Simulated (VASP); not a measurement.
# TaRu (P4/mmm) in VASP: further runs, part 2 of 3

VASP 6.6.1. The steps go on from the part before.

## (3) Electric field gradients, LDA (zz strain of -1 %)

INCAR

```
PREC     = Accurate       # precision mode
ENCUT    = 520            # plane-wave cutoff, eV
EDIFF    = 1E-8           # SCF threshold, eV
ISMEAR   = -1             # smearing method
SIGMA    = 0.05           # smearing width, eV
LREAL    = False          # projectors in reciprocal space
LASPH    = True           # aspherical terms in the spheres
NELM     = 60             # most SCF steps
ALGO     = Normal         # electronic algorithm
ISIF     = 2              # what is computed and relaxed
LWAVE    = False          # write WAVECAR
LCHARG   = False          # write CHGCAR
LEFG     = True         
NBANDS   = 20             # bands
```

KPOINTS

```
Automatic mesh
0
Gamma
  11 11 10
```

POSCAR

```
TaRu
1.0
    3.0530000000      0.0000000000      0.0000000000
    0.0000000000      3.0530000000      0.0000000000
    0.0000000000      0.0000000000      3.3551100000
Ta Ru
1 1
Direct
    0.5000000000      0.5000000000      0.5000000000
    0.0000000000      0.0000000000      0.0000000000
```

Potentials or basis: VASP PAW LDA potentials, release 64 (Ta_pv, Ru_pv).

Command:

```bash
$ cat potpaw_LDA.64/Ta_pv/POTCAR potpaw_LDA.64/Ru_pv/POTCAR > POTCAR
$ mpirun -np 1 vasp_std > vasp.out
```

OUTCAR:

```text
PREC = Accurate
   ENCUT = 520
   EDIFF = 1E-8
   ISMEAR = -1
   LREAL = False
   LASPH = True
   NELM = 60
   ISIF = 2

 ion  position               nearest neighbor table
   1  0.500  0.500  0.500-   2 2.73   2 2.73   2 2.73   2 2.73   2 2.73   2 2.73   2 2.73   2 2.73

   2  0.000  0.000  0.000-   1 2.73   1 2.73   1 2.73   1 2.73   1 2.73   1 2.73   1 2.73   1 2.73

  LATTYP: Found a simple tetragonal cell.
 ALAT       =     3.0530000000
 C/A-ratio  =     1.0989551261

  Lattice vectors:

 A1 = (   3.0530000000,   0.0000000000,   0.0000000000)
 A2 = (   0.0000000000,   3.0530000000,   0.0000000000)
 A3 = (   0.0000000000,   0.0000000000,   3.3551100000)

Analysis of symmetry for initial positions (statically):
=====================================================================
 Subroutine PRICEL returns:
 Original cell was already a primitive cell.

 Routine SETGRP: Setting up the symmetry group for a
 simple tetragonal supercell.

 Subroutine GETGRP returns: Found 16 space group operations
 (whereof 16 operations were pure point group operations)
 out of a pool of 16 trial point group operations.

The static configuration has the point symmetry D_4h.

Analysis of symmetry for dynamics (positions and initial velocities):
=====================================================================
 Subroutine PRICEL returns:
 Original cell was already a primitive cell.

 Routine SETGRP: Setting up the symmetry group for a
 simple tetragonal supercell.

 Subroutine GETGRP returns: Found 16 space group operations
 (whereof 16 operations were pure point group operations)
 out of a pool of 16 trial point group operations.

The dynamic configuration has the point symmetry D_4h.

 Subroutine INISYM returns: Found 16 space group operations
 (whereof 16 operations are pure point group operations),
 and found     1 'primitive' translations

----------------------------------------------------------------------------------------

                                     Primitive cell

  volume of cell :      31.2723

  direct lattice vectors                    reciprocal lattice vectors
     3.053000000  0.000000000  0.000000000     0.327546675  0.000000000  0.000000000
     0.000000000  3.053000000  0.000000000     0.000000000  0.327546675  0.000000000
     0.000000000  0.000000000  3.355110000     0.000000000  0.000000000  0.298052821

  length of vectors
     3.053000000  3.053000000  3.355110000     0.327546675  0.327546675  0.298052821

  position of ions in fractional coordinates (direct lattice)
     0.500000000  0.500000000  0.500000000
     0.000000000  0.000000000  0.000000000

  ion indices of the primitive-cell ions
   primitive index   ion index
                 1           1
                 2           2

----------------------------------------------------------------------------------------

 KPOINTS: Automatic mesh

Automatic generation of k-mesh.
 Grid dimensions read from file:
 generate k-points for:   11   11   10
[... 70 lines left out ...]
   ISIF   =      2    stress and relaxation
   ISYM   =      2    0-nonsym 1-usesym 2-fastsym
   POTIM  = 0.5000    time-step for ionic-motion
   TEBEG  =    0.0;   TEEND  =   0.0 temperature during run
   PSTRESS=    0.0 pullay stress
   NELECT =      25.0000    total number of electrons
   NUPDOWN=      -1.0000    fix difference up-down
   EMIN   =  10.00;   EMAX   =-10.00  energy-range for DOS
   EFERMI =   0.00;   METHOD = LEGACY
   ISMEAR =    -1;   SIGMA  =   0.05  broadening in eV -4-tet -1-fermi 0-gaus
   EFERMI_NEDOS =   21; number of points for ismear=-14 and -15
   IALGO  =     38    algorithm
   IMIX   =      4    mixing-type and parameters
     AMIX     =   0.40;   BMIX     =  1.00
     AMIX_MAG =   1.60;   BMIX_MAG =  1.00
  volume/ion in A,a.u.               =      15.64       105.52
  Fermi-wavevector in a.u.,A,eV,Ry     =   1.519386  2.871223 31.409498  2.308533
  Thomas-Fermi vector in A             =   2.628379
   LORBIT       =      0    0 simple, 1 ext, 2 COOP (PROOUT), +10 PAW based schemes
   GGA     = CA    functional components
   LHFCALC =     F    Hartree Fock is set to
   AEXX    =    0.0000 exact exchange contribution
   IVDW    =     0    specifies the selected vdW correction
   LEPSILON=     F    determine dielectric tensor
   LRPA    =     F    only Hartree local field effects (RPA)
 non-spin polarized calculation
  energy-cutoff  :      520.00
  volume of cell :       31.27
 maximum number of plane-waves:       860
 NGX is ok and might be reduce to    24
   NGX = 11   NGY = 11   NGZ = 13

 number of electron      25.0000006 magnetization

 Free energy of the ion-electron system (eV)
  ---------------------------------------------------
  ext. energy  EPLUGINS =         0.00000000
  ---------------------------------------------------
  free energy    TOTEN  =       -24.04993703 eV

  energy without entropy =      -24.03024872  energy(sigma->0) =      -24.04009288

 E-fermi :   9.3906     XC(G=0): -13.5426

 val. band max:        9.3889088644   @ k =   0.4545   0.1818   0.4000
 cond. band min:       9.4106927540   @ k =   0.2727   0.1818   0.4000
 fundamental gap:      0.0217838896
 Fermi energy:         9.3906258510

 k-point     1 :       0.0000    0.0000    0.0000
  band No.  band energies     occupation
      1     -33.4135      2.00000
      2     -33.3700      2.00000
      3     -33.3700      2.00000
      4     -25.2856      2.00000
      5     -25.1574      2.00000
      6     -25.1574      2.00000
[... 541 lines left out ...]
     19      18.7171      0.00000
     20      19.5448      0.00000

 [... further k-points ...]

------------------------ aborting loop because EDIFF is reached ----------------------------------------

  FORCE on cell =-STRESS in cart. coord.  units (eV):
  Direction    XX          YY          ZZ          XY          YZ          ZX
  --------------------------------------------------------------------------------------
  -------------------------------------------------------------------------------------
  Total       -1.5240531     -1.5240531     -1.1401753      0.0000000      0.0000000      0.0000000
  in kB      -78.0818871    -78.0818871    -58.4146598      0.0000000      0.0000000      0.0000000
  external PRESSURE =     -71.5261447 kB  Pullay stress =       0.0000000 kB

 VOLUME and BASIS-vectors are now :
 -----------------------------------------------------------------------------
  energy-cutoff  :      520.00
  volume of cell :       31.27
      direct lattice vectors                 reciprocal lattice vectors
     3.053000000  0.000000000  0.000000000     0.327546675  0.000000000  0.000000000
     0.000000000  3.053000000  0.000000000     0.000000000  0.327546675  0.000000000
     0.000000000  0.000000000  3.355110000     0.000000000  0.000000000  0.298052821

 POSITION                                       TOTAL-FORCE (eV/Angst)
 -----------------------------------------------------------------------------------
      1.52650      1.52650      1.67755         0.000000      0.000000      0.000000
      0.00000      0.00000      0.00000         0.000000      0.000000      0.000000
 -----------------------------------------------------------------------------------
    total drift:                                0.000000      0.000000     -0.000000

  FREE ENERGIE OF THE ION-ELECTRON SYSTEM (eV)
  ---------------------------------------------------
  free  energy   TOTEN  =       -24.0499370341 eV

  energy  without entropy=      -24.0302487172  energy(sigma->0) =      -24.04009288

 Electric field gradients (V/A^2)
---------------------------------------------------------------------
 ion       V_xx      V_yy      V_zz      V_xy      V_xz      V_yz
---------------------------------------------------------------------
   1      -4.873    -4.873     9.746    -0.000     0.000    -0.000
   2     -12.627   -12.627    25.255    -0.000    -0.000     0.000
---------------------------------------------------------------------

 Electric field gradients after diagonalization (V/A^2)
 (convention: |V_zz| > |V_xx| > |V_yy|)
----------------------------------------------------------------------
 ion       V_xx      V_yy      V_zz     asymmetry (V_yy - V_xx)/ V_zz
----------------------------------------------------------------------
   1      -4.873    -4.873     9.746       0.000
   2     -12.627   -12.627    25.255       0.000
----------------------------------------------------------------------

           NMR quadrupolar parameters

 Cq : quadrupolar parameter    Cq=e*Q*V_zz/h
 eta: asymmetry parameters     (V_yy - V_xx)/ V_zz
 Q  : nuclear electric quadrupole moment in mb (millibarn)
----------------------------------------------------------------------
 ion       Cq(MHz)       eta       Q (mb)
----------------------------------------------------------------------
   1       0.024       0.000       1.000
   2       0.061       0.000       1.000
----------------------------------------------------------------------
```

Run time: 77 s. Hardware: 1 thread of Intel Xeon Platinum 8259CL at 2.50GHz (Skylake/Cascade Lake), shared host; peak memory 0.19 GiB.

What came out:

* Free energy: -24.0499 eV
* Pressure: -7.2 GPa

Stress tensor (GPa, compression positive):
```
-7.81  0.00  0.00
 0.00 -7.81  0.00
 0.00  0.00 -5.84
```

Electric field gradients, principal values (V/Å²):
```csv
atom,least,middle,greatest (by size)
1 Ta,-4.873,-4.873,9.746
2 Ru,-12.627,-12.627,25.255
```

Caveat: the cell differs from its parent crystal (zz strain of -1 %); without QUAD_EFG the Cq values of the log hold for a quadrupole moment of 1 mb, not for the nuclei; spin-orbit coupling is left out, which moves the levels of the heavy elements.

[end of part 2 of 3]
